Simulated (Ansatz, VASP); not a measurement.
## Two plane-wave programs on CdSiP2

```xyz
8
Lattice="-2.8436 2.8436 5.2486 2.8436 -2.8436 5.2486 2.8436 2.8436 -5.2486" Properties=species:S:1:pos:R:3 pbc="T T T"
Cd    0.0000    2.8436    2.6243
Cd    0.0000    0.0000    0.0000
Si    0.0000    0.0000    5.2486
Si    2.8436    0.0000    2.6243
P     1.1552    1.4218    6.5607
P     1.4218   -1.1552    3.9364
P     1.6884    1.4218    1.3121
P     1.4218    3.9989   -1.3121
```

Alike in both runs: task relaxation of cell and atoms; functional PBE; k mesh 8 × 8 × 8; occupations gaussian, width 0.02 eV; no spin polarisation.

|  | VASP | Ansatz |
| --- | --- | --- |
| version | VASP 6.6.1 | Ansatz 0.2.0 |
| potentials or method | VASP PAW PBE potentials, release 64 (Cd, Si, P), cutoff 500 eV | scalar-relativistic, plane waves, PAW |
| valence electrons in the cell | 52 | 68 |

Ansatz gave:

| Item | Value |
| --- | --- |
| gap on the k mesh at the Fermi level, each at its own relaxed structure (eV) | 1.42 |
| relaxed volume (Å³/atom) | 21.67 |
| relaxed cell length with the largest relative difference (Å) | 6.661 |

Q: Estimate VASP's values.

A: gap on the k mesh at the Fermi level, each at its own relaxed structure (eV): 1.42; relaxed volume (Å³/atom): 21.69; relaxed cell length with the largest relative difference (Å): 6.661.

VASP's potentials hold 52 valence electrons a cell and Ansatz's 68, so a difference there can come from the potentials and not from the codes.
